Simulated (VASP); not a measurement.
# ZrB2 (P6/mmm) in VASP: further runs

ZrB2 is run at these levels: PBE+D4, revPBE; tasks: single point.

Everything below comes from runs of VASP 6.6.1. Logs are shortened: lines on timing, memory, paths and dates and some standing lists are left out, and cuts for length are marked.

### 1 The cell of the first run

It takes space group P6/mmm (No. 191, hexagonal). The conventional cell has a = 3.194 Å, b = 3.194 Å, c = 3.544 Å, α = 90.00°, β = 90.00°, γ = 120.00°. Within 3.4 Å of Zr (site symmetry 6/mmm) lie 12 B at 2.56 Å and 6 Zr at 3.19 Å. B (site symmetry -6m2) has 3 B at 1.84 Å within 2.4 Å.

### 2 Single point, PBE+D4 (volume scaled by 1.04)

The input, INCAR:

```
ALGO     = Normal         # electronic algorithm
EDIFF    = 1E-6           # SCF threshold, eV
ENCUT    = 520            # plane-wave cutoff, eV
GGA      = PE             # functional
ISIF     = 2              # what is computed and relaxed
ISMEAR   = 0              # smearing method
IVDW     = 13             # dispersion correction
LASPH    = True           # aspherical terms in the spheres
LCHARG   = False          # write CHGCAR
LREAL    = False          # projectors in reciprocal space
LWAVE    = False          # write WAVECAR
NBANDS   = 16             # bands
NELM     = 100            # most SCF steps
PREC     = Accurate       # precision mode
SIGMA    = 0.05           # smearing width, eV
```

The input, KPOINTS:

```
k-points
0
Gamma
  8 8 8
```

The input, POSCAR:

```
ZrB2
1.0
    3.1935395363      0.0000000000      0.0000000000
   -1.5967697681      2.7656863664      0.0000000000
    0.0000000000      0.0000000000      3.5439407578
Zr B
1 2
Direct
    0.0000000000      0.0000000000      0.0000000000
    0.3333333333      0.6666666667      0.5000000000
    0.6666666667      0.3333333333      0.5000000000
```

Potentials or basis: VASP PAW PBE potentials, release 64 (Zr_sv, B).

Launch:

```sh
> cat potpaw_PBE.64/Zr_sv/POTCAR potpaw_PBE.64/B/POTCAR > POTCAR
> mpirun -np 1 vasp_std > vasp.out
```

OUTCAR:

```text
EDIFF = 1E-6
   ENCUT = 520
   GGA = PE
   ISIF = 2
   ISMEAR = 0
   IVDW = 13
   LASPH = True
   LREAL = False
   NELM = 100
   PREC = Accurate

 ion  position               nearest neighbor table
   1  0.000  0.000  0.000-   2 2.56   3 2.56   2 2.56   3 2.56   2 2.56   2 2.56   3 2.56   3 2.56
                             3 2.56   3 2.56   2 2.56   2 2.56
   2  0.333  0.667  0.500-   3 1.84   3 1.84   3 1.84   1 2.56   1 2.56   1 2.56   1 2.56   1 2.56
                             1 2.56
   3  0.667  0.333  0.500-   2 1.84   2 1.84   2 1.84   1 2.56   1 2.56   1 2.56   1 2.56   1 2.56
                             1 2.56

  LATTYP: Found a hexagonal cell.
 ALAT       =     3.1935395363
 C/A-ratio  =     1.1097218987

  Lattice vectors:

 A1 = (   3.1935395363,   0.0000000000,   0.0000000000)
 A2 = (  -1.5967697681,   2.7656863664,   0.0000000000)
 A3 = (   0.0000000000,   0.0000000000,   3.5439407578)

Analysis of symmetry for initial positions (statically):
=====================================================================
 Subroutine PRICEL returns:
 Original cell was already a primitive cell.

 Routine SETGRP: Setting up the symmetry group for a
 hexagonal supercell.

 Subroutine GETGRP returns: Found 24 space group operations
 (whereof 24 operations were pure point group operations)
 out of a pool of 24 trial point group operations.

The static configuration has the point symmetry D_6h.

Analysis of symmetry for dynamics (positions and initial velocities):
=====================================================================
 Subroutine PRICEL returns:
 Original cell was already a primitive cell.

 Routine SETGRP: Setting up the symmetry group for a
 hexagonal supercell.

 Subroutine GETGRP returns: Found 24 space group operations
 (whereof 24 operations were pure point group operations)
 out of a pool of 24 trial point group operations.

The dynamic configuration has the point symmetry D_6h.

 Subroutine INISYM returns: Found 24 space group operations
 (whereof 24 operations are pure point group operations),
 and found     1 'primitive' translations

----------------------------------------------------------------------------------------

                                     Primitive cell

  volume of cell :      31.3012

  direct lattice vectors                    reciprocal lattice vectors
     3.193539536  0.000000000  0.000000000     0.313132181  0.180786949  0.000000000
    -1.596769768  2.765686366  0.000000000     0.000000000  0.361573898  0.000000000
     0.000000000  0.000000000  3.543940758     0.000000000  0.000000000  0.282171760

  length of vectors
     3.193539536  3.193539536  3.543940758     0.361573898  0.361573898  0.282171760

  position of ions in fractional coordinates (direct lattice)
     0.000000000  0.000000000  0.000000000
     0.333333333  0.666666667  0.500000000
     0.666666667  0.333333333  0.500000000

  ion indices of the primitive-cell ions
   primitive index   ion index
                 1           1
                 2           2
                 3           3

----------------------------------------------------------------------------------------

 KPOINTS: k-points

Automatic generation of k-mesh.
 Grid dimensions read from file:
 generate k-points for:    8    8    8

 Generating k-lattice:

  Cartesian coordinates                     Fractional coordinates (reciprocal lattice)
     0.039141523  0.022598369  0.000000000     0.125000000 -0.000000000  0.000000000
     0.000000000  0.045196737  0.000000000     0.000000000  0.125000000  0.000000000
     0.000000000  0.000000000  0.035271470     0.000000000  0.000000000  0.125000000

  Length of vectors
     0.045196737  0.045196737  0.035271470

  Shift w.r.t. Gamma in fractional coordinates (k-lattice)
     0.000000000  0.000000000  0.000000000

 Subroutine IBZKPT returns following result:
 ===========================================

 Found     50 irreducible k-points:

 Following reciprocal coordinates:
            Coordinates               Weight
  0.000000  0.000000  0.000000      1.000000
  0.125000  0.000000  0.000000      6.000000
  0.250000  0.000000  0.000000      6.000000
  0.375000 -0.000000  0.000000      6.000000
  0.500000  0.000000  0.000000      3.000000
  0.125000  0.125000  0.000000      6.000000
[... 16 lines left out ...]
  0.250000  0.000000  0.250000     12.000000
  0.375000 -0.000000  0.250000     12.000000
 [... further k-points ...]
   k-points           NKPTS =     50   k-points in BZ     NKDIM =     50   number of bands    NBANDS=     16
   number of dos      NEDOS =    301   number of ions     NIONS =      3
   total plane-waves  NPLWV =  16128
   dimension x,y,z NGX =    24 NGY =   24 NGZ =   28
   dimension x,y,z NGXF=    48 NGYF=   48 NGZF=   56
   ions per type =               1   2
   NGX,Y,Z   is equivalent  to a cutoff of  12.49, 12.49, 13.13 a.u.
   NGXF,Y,Z  is equivalent  to a cutoff of  24.99, 24.99, 26.27 a.u.
[... 35 lines left out ...]
   GGA     = PE    functional components
   LHFCALC =     F    Hartree Fock is set to
   AEXX    =    0.0000 exact exchange contribution
   IVDW    =    13    specifies the selected vdW correction
   LEPSILON=     F    determine dielectric tensor
   LRPA    =     F    only Hartree local field effects (RPA)
 non-spin polarized calculation
 Gauss-broadening in eV      SIGMA  =   0.05
  energy-cutoff  :      520.00
  volume of cell :       31.30
 maximum number of plane-waves:       856
 NGX is ok and might be reduce to    24
   NGX = 11   NGY = 11   NGZ = 13

 number of electron      18.0000000 magnetization

 Free energy of the ion-electron system (eV)
  ---------------------------------------------------
  ext. energy  EPLUGINS =         0.00000000
  ---------------------------------------------------
  free energy    TOTEN  =       -24.97088907 eV

  energy without entropy =      -24.97022921  energy(sigma->0) =      -24.97055914

 E-fermi :  10.2790     XC(G=0): -12.3602

 val. band max:       10.1792381655   @ k =   0.1250   0.0000   0.3750
 cond. band min:      10.2862214865   @ k =   0.1250   0.1250   0.2500
 fundamental gap:      0.1069833209
 Fermi energy:        10.2789982101

 k-point     1 :       0.0000    0.0000    0.0000
  band No.  band energies     occupation
      1     -38.3480      2.00000
      2     -16.5286      2.00000
      3     -16.0002      2.00000
      4     -16.0002      2.00000
      5      -2.3137      2.00000
      6       7.7049      2.00000
[... 8 lines left out ...]
     15      15.3688      0.00000
     16      15.3688      0.00000

 k-point     2 :       0.1250    0.0000    0.0000
  band No.  band energies     occupation
      1     -38.3326      2.00000
      2     -16.5055      2.00000
      3     -16.1363      2.00000
      4     -16.0299      2.00000
      5      -2.0103      2.00000
      6       6.8600      2.00000
[... 8 lines left out ...]
     15      16.2600      0.00000
     16      16.9907      0.00000

 k-point     3 :       0.2500    0.0000    0.0000
  band No.  band energies     occupation
      1     -38.2953      2.00000
      2     -16.4524      2.00000
      3     -16.4491      2.00000
      4     -16.1009      2.00000
      5      -1.1667      2.00000
      6       5.1698      2.00000
[... 8 lines left out ...]
     15      17.3184      0.00000
     16      18.8459      0.00000

 k-point     4 :       0.3750   -0.0000    0.0000
  band No.  band energies     occupation
      1     -38.2576      2.00000
      2     -16.7528      2.00000
      3     -16.3921      2.00000
      4     -16.1707      2.00000
      5       0.0803      2.00000
      6       3.3670      2.00000
[... 8 lines left out ...]
     15      19.0227      0.00000
     16      19.5318      0.00000
[... 324 lines left out ...]
 k-point    22 :       0.1250    0.0000    0.2500
  band No.  band energies     occupation
      1     -38.3236      2.00000
      2     -16.6768      2.00000
      3     -16.1205      2.00000
      4     -16.0167      2.00000
      5      -1.2612      2.00000
      6       5.3842      2.00000
[... 8 lines left out ...]
     15      17.3014      0.00000
     16      18.5131      0.00000

 k-point    23 :       0.2500    0.0000    0.2500
  band No.  band energies     occupation
      1     -38.2865      2.00000
      2     -16.6099      2.00000
      3     -16.4286      2.00000
      4     -16.0857      2.00000
      5      -0.6292      2.00000
      6       4.9692      2.00000
[... 8 lines left out ...]
     15      18.1951      0.00000
     16      19.6312      0.00000

 k-point    24 :       0.3750   -0.0000    0.2500
  band No.  band energies     occupation
      1     -38.2491      2.00000
      2     -16.7254      2.00000
      3     -16.5386      2.00000
      4     -16.1535      2.00000
      5       0.2802      2.00000
      6       3.2993      2.00000
[... 8 lines left out ...]
     15      18.3387      0.00000
     16      21.7216      0.00000

 [... further k-points ...]

------------------------ aborting loop because EDIFF is reached ----------------------------------------

  DFT-D4 for vdW energy calculation

  Edisp (eV):   -0.92303

  FORCE on cell =-STRESS in cart. coord.  units (eV):
  Direction    XX          YY          ZZ          XY          YZ          ZX
  --------------------------------------------------------------------------------------
  -------------------------------------------------------------------------------------
  Total      -1.73778    -1.73778    -1.72623    -0.00000     0.00000    -0.00000
  in kB     -88.94971   -88.94971   -88.35833    -0.00000     0.00000    -0.00000
  external pressure =      -88.75 kB  Pullay stress =        0.00 kB

 VOLUME and BASIS-vectors are now :
 -----------------------------------------------------------------------------
  energy-cutoff  :      520.00
  volume of cell :       31.30
      direct lattice vectors                 reciprocal lattice vectors
     3.193539536  0.000000000  0.000000000     0.313132181  0.180786949  0.000000000
    -1.596769768  2.765686366  0.000000000     0.000000000  0.361573898  0.000000000
     0.000000000  0.000000000  3.543940758     0.000000000  0.000000000  0.282171760

 POSITION                                       TOTAL-FORCE (eV/Angst)
 -----------------------------------------------------------------------------------
      0.00000      0.00000      0.00000         0.000000      0.000000      0.000000
     -0.00000      1.84379      1.77197        -0.000000      0.000000      0.000000
      1.59677      0.92190      1.77197         0.000000     -0.000000      0.000000
 -----------------------------------------------------------------------------------
    total drift:                               -0.000000      0.000000      0.000000

  FREE ENERGIE OF THE ION-ELECTRON SYSTEM (eV)
  ---------------------------------------------------
  free  energy   TOTEN  =       -25.8939165375 eV

  energy  without entropy=      -25.8932566715  energy(sigma->0) =      -25.89358660
```

Wall time 23 s (1 thread of Intel Xeon 8259CL, shared host); peak memory 0.16 GiB.

What came out:

- Free energy: -25.8939 eV
- Pressure: -8.9 GPa
- Band gap on the k mesh: zero (band 9 reaches 10.85 eV, above the bottom of band 10 at 10.29 eV)
- Dispersion energy per atom: -0.308 eV

Levels at points of the mesh, in eV from the Fermi level:
| k point | band 5 | band 6 | band 7 | band 8 | band 9 | band 10 | band 11 | band 12 | band 13 | band 14 |
| --- | --- | --- | --- | --- | --- | --- | --- | --- | --- | --- |
| (0.00, 0.00, 0.00) | -12.59 | -2.57 | -2.57 | -2.48 | -2.27 | 3.37 | 3.37 | 4.18 | 4.18 | 4.73 |
| (0.50, 0.00, 0.00) | -8.84 | -8.46 | -3.76 | -3.00 | -2.58 | 2.26 | 2.31 | 4.84 | 4.92 | 6.47 |
| (0.00, 0.00, 0.50) | -10.62 | -6.86 | -0.93 | -0.93 | 0.33 | 0.33 | 0.82 | 0.82 | 1.91 | 5.00 |
| (0.50, 0.00, 0.50) | -9.80 | -6.92 | -4.52 | -4.02 | -2.00 | 3.75 | 4.01 | 5.21 | 6.18 | 6.40 |

Caveat: the cell differs from its parent crystal (volume scaled by 1.04); pairwise dispersion overbinds metals, which lowers pressure and volume.

### 3 Single point, revPBE

This run uses another cell than the first one, of 10.53 Å³/atom, 1.009 times its volume.

The input, INCAR:

```
PREC     = Accurate       # precision mode
ENCUT    = 520            # plane-wave cutoff, eV
EDIFF    = 1E-7           # SCF threshold, eV
ISMEAR   = 0              # smearing method
SIGMA    = 0.05           # smearing width, eV
LREAL    = False          # projectors in reciprocal space
LASPH    = True           # aspherical terms in the spheres
NELM     = 60             # most SCF steps
ALGO     = Normal         # electronic algorithm
ISIF     = 2              # what is computed and relaxed
LWAVE    = False          # write WAVECAR
LCHARG   = True           # write CHGCAR
GGA      = RE             # functional
LELF     = True           # ELF
LVHAR    = True         
NBANDS   = 16             # bands
```

The input, KPOINTS:

```
Automatic mesh
0
Gamma
  8 8 8
```

The input, POSCAR:

```
ZrB2
1.0
    3.1963843112      0.0000000000      0.0000000000
   -1.5981921556      2.7681500138      0.0000000000
    0.0000000000      0.0000000000      3.5692136640
Zr B
1 2
Direct
    0.0000000000      0.0000000000      0.0000000000
    0.3333333333      0.6666666667      0.5000000000
    0.6666666667      0.3333333333      0.5000000000
```

Potentials or basis: VASP PAW PBE potentials, release 64 (Zr_sv, B).

Launch:

```sh
> cat potpaw_PBE.64/Zr_sv/POTCAR potpaw_PBE.64/B/POTCAR > POTCAR
> mpirun -np 1 vasp_std > vasp.out
```

Run time: 24 s. Hardware: 1 thread of Intel Xeon 8259CL, shared host; peak memory 0.16 GiB.

It converged, with:

- Free energy: -24.1144 eV
- Pressure: -2.7 GPa
- Band gap on the k mesh: zero (band 9 reaches 10.87 eV, above the bottom of band 10 at 10.25 eV)

Stress tensor (GPa, compression positive):
```
-2.59  0.00  0.00
 0.00 -2.59  0.00
 0.00  0.00 -2.92
```

Levels at points of the mesh, in eV from the Fermi level:
```
           k point  band 5  band 6  band 7  band 8  band 9  band 10  band 11  band 12  band 13  band 14
(0.00, 0.00, 0.00)  -12.59   -2.50   -2.50   -2.47   -2.32     3.34     3.34     4.10     4.10     4.73
(0.50, 0.00, 0.00)   -8.81   -8.49   -3.76   -2.97   -2.55     2.24     2.28     4.83     4.87     6.39
(0.00, 0.00, 0.50)  -10.68   -6.83   -0.89   -0.89    0.39     0.39     0.82     0.82     1.81     5.06
(0.50, 0.00, 0.50)   -9.78   -6.95   -4.46   -3.98   -2.01     3.65     3.98     5.18     6.02     6.31
```

Caveat: the PAW data sets were made with another functional, which shifts forces and pressure a little.

### 4 Single point, revPBE (volume scaled by 1.02)

The input, INCAR:

```
PREC = Accurate
ENCUT = 520
EDIFF = 1E-6
ISMEAR = 0
SIGMA = 0.05
LREAL = False
LASPH = True
NELM = 100
ALGO = Normal
ISIF = 2
LWAVE = False
LCHARG = True
GGA = RE
LELF = True
LVHAR = True
NBANDS = 16
```

KPOINTS is that of step 3.

The input, POSCAR:

```
ZrB2
1.0
    3.2050572096      0.0000000000      0.0000000000
   -1.6025286048      2.7756609641      0.0000000000
    0.0000000000      0.0000000000      3.5764601268
Zr B
1 2
Direct
    0.0000000000      0.0000000000      0.0000000000
    0.3333333333      0.6666666667      0.5000000000
    0.6666666667      0.3333333333      0.5000000000
```

Launch:

```sh
> cat potpaw_PBE.64/Zr_sv/POTCAR potpaw_PBE.64/B/POTCAR > POTCAR
> mpirun -np 1 vasp_std > vasp.out
```

It took 23 s on 1 thread of Intel Xeon 8259CL, shared host; peak memory 0.16 GiB.

Results (log left out):

```
Free energy            : -24.1094 eV
Pressure               : -4.3 GPa
Band gap on the k mesh : zero (band 9 reaches 10.78 eV, above the bottom of band 10 at 10.17 eV)
```

Levels at points of the mesh, in eV from the Fermi level:
```csv
k point,band 5,band 6,band 7,band 8,band 9,band 10,band 11,band 12,band 13,band 14
"(0.00, 0.00, 0.00)",-12.56,-2.50,-2.50,-2.45,-2.32,3.30,3.30,4.07,4.07,4.67
"(0.50, 0.00, 0.00)",-8.78,-8.48,-3.73,-2.96,-2.53,2.22,2.26,4.78,4.82,6.35
"(0.00, 0.00, 0.50)",-10.67,-6.82,-0.89,-0.89,0.38,0.38,0.81,0.81,1.80,5.03
"(0.50, 0.00, 0.50)",-9.75,-6.94,-4.44,-3.96,-2.03,3.61,3.93,5.12,5.96,6.25
```

Caveat: the cell differs from its parent crystal (volume scaled by 1.02); the PAW data sets were made with another functional, which shifts forces and pressure a little.

### 5 Single point, revPBE (volume scaled by 1.04)

The input, INCAR:

```
PREC     = Accurate       # precision mode
ENCUT    = 520            # plane-wave cutoff, eV
EDIFF    = 1E-6           # SCF threshold, eV
ISMEAR   = 0              # smearing method
SIGMA    = 0.05           # smearing width, eV
LREAL    = False          # projectors in reciprocal space
LASPH    = True           # aspherical terms in the spheres
NELM     = 60             # most SCF steps
ALGO     = Normal         # electronic algorithm
ISIF     = 2              # what is computed and relaxed
LWAVE    = False          # write WAVECAR
LCHARG   = False          # write CHGCAR
GGA      = RE             # functional
NBANDS   = 16             # bands
```

KPOINTS is that of step 4.

The input, POSCAR:

```
ZrB2
1.0
    3.2242948228      0.0000000000      0.0000000000
   -1.6121474114      2.7923212259      0.0000000000
    0.0000000000      0.0000000000      3.6032022101
Zr B
1 2
Direct
    0.0000000000      0.0000000000      0.0000000000
    0.3333333333      0.6666666667      0.5000000000
    0.6666666667      0.3333333333      0.5000000000
```

Launch:

```sh
> cat potpaw_PBE.64/Zr_sv/POTCAR potpaw_PBE.64/B/POTCAR > POTCAR
> mpirun -np 1 vasp_std > vasp.out
```

It took 27 s on 1 thread of Intel Xeon 8259CL, shared host; peak memory 0.15 GiB.

Results (log left out):

```
Free energy            : -24.0851 eV
Pressure               : -8.3 GPa
Band gap on the k mesh : zero (band 9 reaches 10.57 eV, above the bottom of band 10 at 9.96 eV)
```

Levels at points of the mesh, in eV from the Fermi level:
```
           k point  band 5  band 6  band 7  band 8  band 9  band 10  band 11  band 12  band 13  band 14
(0.00, 0.00, 0.00)  -12.47   -2.45   -2.45   -2.42   -2.34     3.22     3.22     3.96     3.96     4.56
(0.50, 0.00, 0.00)   -8.70   -8.47   -3.68   -2.94   -2.48     2.18     2.20     4.66     4.68     6.22
(0.00, 0.00, 0.50)  -10.65   -6.76   -0.88   -0.88    0.38     0.38     0.80     0.80     1.73     5.00
(0.50, 0.00, 0.50)   -9.66   -6.91   -4.36   -3.90   -2.06     3.50     3.84     4.99     5.78     6.09
```

Caveat: the cell differs from its parent crystal (volume scaled by 1.04); the PAW data sets were made with another functional, which shifts forces and pressure a little.

### 6 The runs side by side

| level | cell | gap on the mesh (eV) | pressure (GPa) |
| --- | --- | --- | --- |
| PBE+D4 | a = 3.194, b = 3.194, c = 3.544 Å, angles 90.0, 90.0, 120.0°, 3 atoms | none | -8.9 |
| revPBE | a = 3.196, b = 3.196, c = 3.569 Å, angles 90.0, 90.0, 120.0°, 3 atoms | none | -2.7 |
| revPBE | a = 3.205, b = 3.205, c = 3.576 Å, angles 90.0, 90.0, 120.0°, 3 atoms | none | -4.3 |
| revPBE | a = 3.224, b = 3.224, c = 3.603 Å, angles 90.0, 90.0, 120.0°, 3 atoms | none | -8.3 |

Alike in all rows: task single point; potentials or basis VASP PAW PBE potentials, release 64 (Zr_sv, B); no spin polarisation; k mesh 8 × 8 × 8; cutoff (eV) 520; smearing gaussian 0.05 eV.

Caveats: the PAW data sets were made with another functional, which shifts forces and pressure a little (some runs); pairwise dispersion overbinds metals, which lowers pressure and volume (some runs).

Total energies depend on the potentials used, so only differences within one code and one set of settings carry meaning.
